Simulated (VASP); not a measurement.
Crystal: Au.

```
CELL_PARAMETERS angstrom
0.00000 1.96479 1.96479
1.96479 0.00000 1.96479
1.96479 1.96479 0.00000
ATOMIC_POSITIONS crystal
Au 0.00000 0.00000 0.00000
```

```yaml
Program: VASP 6.6.1
Task: relaxation of cell and atoms
Functional: r2SCAN
Potentials_or_basis: VASP PAW PBE potentials, release 64 (Au)
Cutoff: 600 eV
k_mesh: 8 × 8 × 8
Occupations: gaussian, width 0.1 eV
Spin: no spin polarisation
```

At the start: pressure 36.5 GPa; volume 15.17 Å³/atom.

Q: How do energy, volume and symmetry change on relaxing?

A: Over 5 steps the energy falls by 239.3 meV/atom and the volume is 17.66 Å³/atom (+16.4 %); space group Fm-3m (No. 225, to 0.1 Å) before and after.

Step by step:
```csv
step,energy change (eV),largest force (eV/Å),pressure (GPa),volume (Å³)
1,0.0000,0.0000,36.52,15.17
2,0.2968,0.0000,-18.47,24.10
3,-0.2365,0.0000,-2.68,17.99
4,-0.2391,0.0000,-0.77,17.75
5,-0.2393,0.0000,0.04,17.66
```

Final structure:
```yaml
crystal:
  lattice:
    - [0.00000, 2.06684, 2.06684]
    - [2.06684, 0.00000, 2.06684]
    - [2.06684, 2.06684, 0.00000]
  atoms:
    - { symbol: Au, position: [0.00000, 0.00000, 0.00000] }
```

Caveat: the volume moved by over 15 % at a fixed basis, so the end points are rough; the PAW data sets were made with another functional, which shifts forces and pressure a little.
